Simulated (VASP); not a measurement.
Ge, 2 atoms in the cell. The structure is orthorhombic, space group Imma (No. 74). Conventional cell: a = 3.922 Å, b = 4.028 Å, c = 5.472 Å, α = 90.00°, β = 90.00°, γ = 90.00°. Ge (site symmetry mm2) has 4 Ge at 2.39 to 2.43 Å within 3.2 Å.  This cell differs from its parent crystal: engineering shear strain xy -0.0267, normal strain along z -0.0267.

| Property | Result |
| --- | --- |
| Program | VASP 6.6.1 |
| Task | single point |
| Functional | LDA |
| Potentials or basis | VASP PAW LDA potentials, release 64 (Ge_d) |
| Cutoff | 520 eV |
| k mesh | 14 × 14 × 14 |
| Occupations | gaussian, width 0.15 eV |
| Spin | no spin polarisation |
| Dipole correction | no |
| Further INCAR settings | ALGO = Normal; EDIFF = 1e-07; NBANDS = 21 |

Potentials or basis: VASP PAW LDA potentials, release 64 (Ge_d).

Launch:

```console
$ cat potpaw_LDA.64/Ge_d/POTCAR > POTCAR
$ mpirun -np 1 vasp_std > vasp.out
```

Hardware: 1 thread of Intel Xeon 8259CL, with other jobs on the host.

Q: Estimate the wall time of this run.

A: Wall time 9.1 min on 1 thread of Intel Xeon 8259CL, with other jobs on the host, peak memory 0.39 GiB. Counts: scf iterations 12, k points 428.
